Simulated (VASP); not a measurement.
# WC (P-6m2) in VASP: further runs

WC is run at these levels: PBEsol; tasks: relaxation of shape and atoms at fixed volume, relaxation of cell and atoms.

Program: VASP 6.6.1. These are calculated values, not measurements. Logs are shortened: lines on timing, memory, paths and dates and some standing lists are left out, and cuts for length are marked.

### Step 1. The cell of the first run

Symmetry: P-6m2, No. 187, hexagonal system. The conventional cell has a = 2.880 Å, b = 2.880 Å, c = 2.808 Å, α = 90.00°, β = 90.00°, γ = 120.00°. W (site symmetry -6m2) has 6 C at 2.18 Å and 8 W at 2.81 to 2.88 Å within 2.9 Å. Within 2.9 Å of C (site symmetry -6m2) lie 6 W at 2.18 Å and 8 C at 2.81 to 2.88 Å.

### Step 2. Relaxation of shape and atoms at fixed volume, PBEsol (10.08 Å³/atom)

Input file INCAR:

```
PREC     = Accurate       # precision mode
ENCUT    = 600            # plane-wave cutoff, eV
EDIFF    = 1E-7           # SCF threshold, eV
ISMEAR   = -1             # smearing method
SIGMA    = 0.15           # smearing width, eV
LREAL    = F              # projectors in reciprocal space
LASPH    = T              # aspherical terms in the spheres
NELM     = 100            # most SCF steps
ALGO     = Normal         # electronic algorithm
ISIF     = 4              # what is computed and relaxed
LWAVE    = F              # write WAVECAR
LCHARG   = F              # write CHGCAR
GGA      = PS             # functional
IBRION   = 2              # ionic algorithm
NSW      = 80             # ionic steps
EDIFFG   = -0.001         # ionic threshold
```

Input file KPOINTS:

```
regular mesh
0
Gamma
  18 18 14
```

Input file POSCAR:

```
WC
1.0
    2.8799332922      0.0000000000      0.0000000000
   -1.4399666461      2.4940953923      0.0000000000
    0.0000000000      0.0000000000      2.8075446275
W C
1 1
Direct
    0.0000000000      0.0000000000      0.0000000000
    0.6666666667      0.3333333333      0.5000000000
```

Potentials or basis: VASP PAW PBE potentials, release 64 (W_sv, C).

Started as:

```
> cat potpaw_PBE.64/W_sv/POTCAR potpaw_PBE.64/C/POTCAR > POTCAR
> mpirun -np 1 vasp_std > vasp.out
```

OUTCAR:

```text
PREC = Accurate
   ENCUT = 600
   EDIFF = 1E-7
   ISMEAR = -1
   LREAL = F
   LASPH = T
   NELM = 100
   ISIF = 4
   GGA = PS
   IBRION = 2
   NSW = 80
   EDIFFG = -0.001

 ion  position               nearest neighbor table
   1  0.000  0.000  0.000-   2 2.18   2 2.18   2 2.18   2 2.18   2 2.18   2 2.18
   2  0.667  0.333  0.500-   1 2.18   1 2.18   1 2.18   1 2.18   1 2.18   1 2.18

  LATTYP: Found a hexagonal cell.
 ALAT       =     2.8799332922
 C/A-ratio  =     0.9748644648

  Lattice vectors:

 A1 = (   2.8799332922,   0.0000000000,   0.0000000000)
 A2 = (  -1.4399666461,   2.4940953923,   0.0000000000)
 A3 = (   0.0000000000,   0.0000000000,   2.8075446275)

Analysis of symmetry for initial positions (statically):
=====================================================================
 Subroutine PRICEL returns:
 Original cell was already a primitive cell.

 Routine SETGRP: Setting up the symmetry group for a
 hexagonal supercell.

 Subroutine GETGRP returns: Found 12 space group operations
 (whereof 12 operations were pure point group operations)
 out of a pool of 24 trial point group operations.

The static configuration has the point symmetry D_3h.

Analysis of symmetry for dynamics (positions and initial velocities):
=====================================================================
 Subroutine PRICEL returns:
 Original cell was already a primitive cell.

 Routine SETGRP: Setting up the symmetry group for a
 hexagonal supercell.

 Subroutine GETGRP returns: Found 12 space group operations
 (whereof 12 operations were pure point group operations)
 out of a pool of 24 trial point group operations.

The dynamic configuration has the point symmetry D_3h.

 Subroutine INISYM returns: Found 12 space group operations
 (whereof 12 operations are pure point group operations),
 and found     1 'primitive' translations

----------------------------------------------------------------------------------------

                                     Primitive cell

  volume of cell :      20.1661

  direct lattice vectors                    reciprocal lattice vectors
     2.879933292  0.000000000  0.000000000     0.347230265  0.200473487  0.000000000
    -1.439966646  2.494095392  0.000000000     0.000000000  0.400946974  0.000000000
     0.000000000  0.000000000  2.807544628     0.000000000  0.000000000  0.356183118

  length of vectors
     2.879933292  2.879933292  2.807544628     0.400946974  0.400946974  0.356183118

  position of ions in fractional coordinates (direct lattice)
     0.000000000  0.000000000  0.000000000
     0.666666667  0.333333333  0.500000000

  ion indices of the primitive-cell ions
   primitive index   ion index
                 1           1
                 2           2

----------------------------------------------------------------------------------------

 KPOINTS: regular mesh

Automatic generation of k-mesh.
 Grid dimensions read from file:
 generate k-points for:   18   18   14

 Generating k-lattice:

  Cartesian coordinates                     Fractional coordinates (reciprocal lattice)
     0.019290570  0.011137416  0.000000000     0.055555556  0.000000000  0.000000000
     0.000000000  0.022274832  0.000000000     0.000000000  0.055555556  0.000000000
     0.000000000  0.000000000  0.025441651     0.000000000  0.000000000  0.071428571

  Length of vectors
     0.022274832  0.022274832  0.025441651

  Shift w.r.t. Gamma in fractional coordinates (k-lattice)
     0.000000000  0.000000000  0.000000000

 Subroutine IBZKPT returns following result:
 ===========================================

 Found    296 irreducible k-points:

 Following reciprocal coordinates:
            Coordinates               Weight
  0.000000  0.000000  0.000000      1.000000
  0.055556  0.000000  0.000000      6.000000
  0.111111  0.000000  0.000000      6.000000
  0.166667 -0.000000  0.000000      6.000000
  0.222222  0.000000  0.000000      6.000000
  0.277778 -0.000000  0.000000      6.000000
[... 16 lines left out ...]
  0.333333  0.111111  0.000000     12.000000
  0.388889  0.111111  0.000000     12.000000
 [... further k-points ...]
   k-points           NKPTS =    296   k-points in BZ     NKDIM =    296   number of bands    NBANDS=     13
   number of dos      NEDOS =    301   number of ions     NIONS =      2
   total plane-waves  NPLWV =  13824
   dimension x,y,z NGX =    24 NGY =   24 NGZ =   24
   dimension x,y,z NGXF=    48 NGYF=   48 NGZF=   48
   ions per type =               1   1
   NGX,Y,Z   is equivalent  to a cutoff of  13.85, 13.85, 14.21 a.u.
   NGXF,Y,Z  is equivalent  to a cutoff of  27.71, 27.71, 28.42 a.u.
 SYSTEM =  unknown system
   PREC   = accura    normal or accurate (medium, high low for compatibility)
   ISTART =      0    job   : 0-new  1-cont  2-samecut
   ICHARG =      2    charge: 1-file 2-atom 10-const
   ISPIN  =      1    spin polarized calculation?
   LNONCOLLINEAR =      F non collinear calculations
   LSORBIT =      F    spin-orbit coupling
   LASPH  =      T    aspherical Exc in radial PAW
   ENCUT  =  600.0 eV  44.10 Ry    6.64 a.u.   5.75  5.75  5.61*2*pi/ulx,y,z
   NELM   =    100;   NELMIN=  2; NELMDL= -5     # of ELM steps
   EDIFF  = 0.1E-06   stopping-criterion for ELM
   LREAL  =      F    real-space projection
   EDIFFG = -.1E-02   stopping-criterion for IOM
   NSW    =     80    number of steps for IOM
   IBRION =      2    ionic relax: 0-MD 1-quasi-New 2-CG
   NFREE  =      1    steps in history (QN), initial steepest desc. (CG)
   ISIF   =      4    stress and relaxation
   ISYM   =      2    0-nonsym 1-usesym 2-fastsym
   POTIM  = 0.5000    time-step for ionic-motion
   TEBEG  =    0.0;   TEEND  =   0.0 temperature during run
   PSTRESS=    0.0 pullay stress
   NELECT =      18.0000    total number of electrons
   NUPDOWN=      -1.0000    fix difference up-down
   EMIN   =  10.00;   EMAX   =-10.00  energy-range for DOS
   EFERMI =   0.00;   METHOD = LEGACY
   ISMEAR =    -1;   SIGMA  =   0.15  broadening in eV -4-tet -1-fermi 0-gaus
   EFERMI_NEDOS =   21; number of points for ismear=-14 and -15
   IALGO  =     38    algorithm
   IMIX   =      4    mixing-type and parameters
     AMIX     =   0.40;   BMIX     =  1.00
     AMIX_MAG =   1.60;   BMIX_MAG =  1.00
  volume/ion in A,a.u.               =      10.08        68.04
  Fermi-wavevector in a.u.,A,eV,Ry     =   1.576249  2.978680 33.804523  2.484562
  Thomas-Fermi vector in A             =   2.677111
   LORBIT       =      0    0 simple, 1 ext, 2 COOP (PROOUT), +10 PAW based schemes
   GGA     = PS    functional components
   LHFCALC =     F    Hartree Fock is set to
   AEXX    =    0.0000 exact exchange contribution
   IVDW    =     0    specifies the selected vdW correction
   LEPSILON=     F    determine dielectric tensor
   LRPA    =     F    only Hartree local field effects (RPA)
 conjugate gradient relaxation of ions
 non-spin polarized calculation
  energy-cutoff  :      600.00
  volume of cell :       20.17
 maximum number of plane-waves:       686
 NGX is ok and might be reduce to    24
   NGX = 11   NGY = 11   NGZ = 11

--------------------------------------- Ionic step        1  -------------------------------------------

 number of electron      18.0000000 magnetization

 Free energy of the ion-electron system (eV)
  ---------------------------------------------------
  ext. energy  EPLUGINS =         0.00000000
  ---------------------------------------------------
  free energy    TOTEN  =       -23.89714909 eV

  energy without entropy =      -23.87414065  energy(sigma->0) =      -23.88564487

------------------------ aborting loop because EDIFF is reached ----------------------------------------

  FORCE on cell =-STRESS in cart. coord.  units (eV):
  Direction    XX          YY          ZZ          XY          YZ          ZX
  --------------------------------------------------------------------------------------
  -------------------------------------------------------------------------------------
  Total        1.1838310      1.1838310      1.4023597      0.0000000      0.0000000      0.0000000
  in kB       94.0541864     94.0541864    111.4160755      0.0000000      0.0000000      0.0000000
  external PRESSURE =      99.8414827 kB  Pullay stress =       0.0000000 kB
[... 57 lines left out ...]
  energy  without entropy=      -23.8743882730  energy(sigma->0) =      -23.88570358

--------------------------------------- Ionic step        3  -------------------------------------------

 number of electron      18.0000000 magnetization

 Free energy of the ion-electron system (eV)
  ---------------------------------------------------
  ext. energy  EPLUGINS =         0.00000000
  ---------------------------------------------------
  free energy    TOTEN  =       -23.89731320 eV

  energy without entropy =      -23.87446859  energy(sigma->0) =      -23.88589089

 E-fermi :  11.3865     XC(G=0): -14.0870

 val. band max:       11.3744593356   @ k =   0.3333   0.2222   0.0000
 cond. band min:      11.3973639097   @ k =   0.4444   0.0000   0.5000
 fundamental gap:      0.0229045742
 Fermi energy:        11.3864940512

 k-point     1 :       0.0000    0.0000    0.0000
  band No.  band energies     occupation
      1     -62.5239      2.00000
      2     -26.5155      2.00000
      3     -26.3946      2.00000
      4     -26.3946      2.00000
      5      -3.3045      2.00000
      6       6.8475      2.00000
      7       7.9029      2.00000
      8       7.9029      2.00000
      9      11.4564      0.77102
     10      14.7076      0.00000
     11      14.7076      0.00000
     12      17.1570      0.00000
     13      17.1570      0.00000
[... 353 lines left out ...]
 k-point    24 :       0.3889    0.1111    0.0000
  band No.  band energies     occupation
      1     -62.4563      2.00000
      2     -27.2487      2.00000
      3     -26.6693      2.00000
      4     -26.3892      2.00000
      5       0.2086      2.00000
      6       4.3274      2.00000
      7       7.6021      2.00000
      8       7.7009      2.00000
      9      10.8555      1.94361
     10      13.2127      0.00001
     11      15.0472      0.00000
     12      16.3763      0.00000
     13      19.1066      0.00000

 [... further k-points ...]

------------------------ aborting loop because EDIFF is reached ----------------------------------------

  FORCE on cell =-STRESS in cart. coord.  units (eV):
  Direction    XX          YY          ZZ          XY          YZ          ZX
  --------------------------------------------------------------------------------------
  -------------------------------------------------------------------------------------
  Total        1.2436604      1.2436604      1.2440588      0.0000000     -0.0000000      0.0000000
  in kB       98.8075724     98.8075724     98.8392279      0.0000000     -0.0000000      0.0000000
  external PRESSURE =      98.8181242 kB  Pullay stress =       0.0000000 kB
[... 17 lines left out ...]
  FREE ENERGIE OF THE ION-ELECTRON SYSTEM (eV)
  ---------------------------------------------------
  free  energy   TOTEN  =       -23.8973131978 eV

  energy  without entropy=      -23.8744685890  energy(sigma->0) =      -23.88589089

 reached required accuracy - stopping structural energy minimisation
```

It took 3.1 min on 1 thread of Intel Xeon 8259CL, shared host; peak memory 0.23 GiB.

What came out:

| Item | Value |
| --- | --- |
| Free energy | -23.8973 eV |
| Energy gained by relaxing | 0.1 meV/atom |
| Ionic steps | 3 |
| Pressure after relaxing | 9.9 GPa |
| Band gap on the k mesh | zero (bands 9 and 10 overlap by 1.27 eV) |

Step by step:
```csv
step,energy change (eV),largest force (eV/Å),pressure (GPa),volume (Å³)
1,0.0000,0.0000,9.98,20.17
2,0.0001,0.0000,9.75,20.17
3,-0.0002,0.0000,9.88,20.17
```

Final structure:
```
W C
1.0
     2.87776    0.00000    0.00000
    -1.43888    2.49222    0.00000
     0.00000    0.00000    2.81178
W C
1 1
Direct
  0.00000 0.00000 0.00000
  0.66667 0.33333 0.50000
```

Caveat: the PAW data sets were made with another functional, which shifts forces and pressure a little; spin-orbit coupling is left out, which moves the levels of the heavy elements.

(Part 1 of 2 ends here.)
